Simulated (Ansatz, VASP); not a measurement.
Two plane-wave programs on V4O

Contents of INCAR:

```
SYSTEM = V4O
  PREC = Accurate
  ENCUT = 520
  EDIFF = 1E-6
  ISMEAR = 0
  SIGMA = 0.1
  LREAL = .False.
  LASPH = .True.
  NELM = 100
  ALGO = Normal
  ISIF = 2
  LWAVE = .False.
  LCHARG = .False.
  LDIPOL = .True.
  IDIPOL = 3
  DIPOL = 0.5 0.5 0.336
  GGA = PE
  NBANDS = 37
```

File KPOINTS:

```
Automatic mesh
0
Gamma
  9 9 1
  0 0 0
```

Contents of POSCAR:

```
V4O
1.0
    2.9971751491      0.0000000000      0.0000000000
    0.0000000000      2.9971751491      0.0000000000
    0.0000000000      0.0000000000     21.3333819395
V O
4 1
Direct
    0.5000000000      0.5000000000      0.1874995728
    0.0000000000      0.0000000000      0.2577457053
    0.5000000000      0.5000000000      0.3267158760
    0.0000000000      0.0000000000      0.3906263884
    0.0000000000      0.0000000000      0.5195323447
```

Input for Ansatz:

```yaml
crystal:
  lattice:
    - [2.9971751491, 0.0, 0.0]
    - [0.0, 2.9971751491, 0.0]
    - [0.0, 0.0, 21.3333819395]
  atoms:
    - { symbol: V, position: [0.5, 0.5, 0.1874995728] }
    - { symbol: V, position: [0.0, 0.0, 0.2577457053] }
    - { symbol: V, position: [0.5, 0.5, 0.326715876] }
    - { symbol: V, position: [0.0, 0.0, 0.3906263884] }
    - { symbol: O, position: [0.0, 0.0, 0.5195323447] }
basis:
  ecutwfc: 420
kpoints:
  mp_grid: { grid: [9, 9, 1] }
hamiltonian:
  xc: pbe
scf:
  occupations: { method: gaussian, width: 0.1 }
output:
  forces: true
  eigenvalues: true
efield:
  axis: 3
  dipole_correction: true
  ramp_width: 0.04
```

Alike in both runs: task single point; functional PBE; k mesh 9 × 9 × 1; occupations gaussian, width 0.1 eV; no spin polarisation.

```csv
,VASP,Ansatz
version,VASP 6.6.1,Ansatz 0.2.0
potentials or method,"VASP PAW PBE potentials, release 64 (V_sv, O), cutoff 520 eV","scalar-relativistic, plane waves, PAW"
valence electrons in the cell,58,58
```

Ansatz gave:

| Item | Value |
| --- | --- |
| gap on the k mesh at the Fermi level (eV) | none |
| rms of the force components (eV/Å) | 1.024 |

**Question.** What did VASP give for the same quantities?

**Answer.** gap on the k mesh at the Fermi level (eV): none; rms of the force components (eV/Å): 1.026.

Atom by atom the forces differ by 0.007 eV/Å (rms over components). A gap of «none» marks a metal or a gap that the smearing closes.
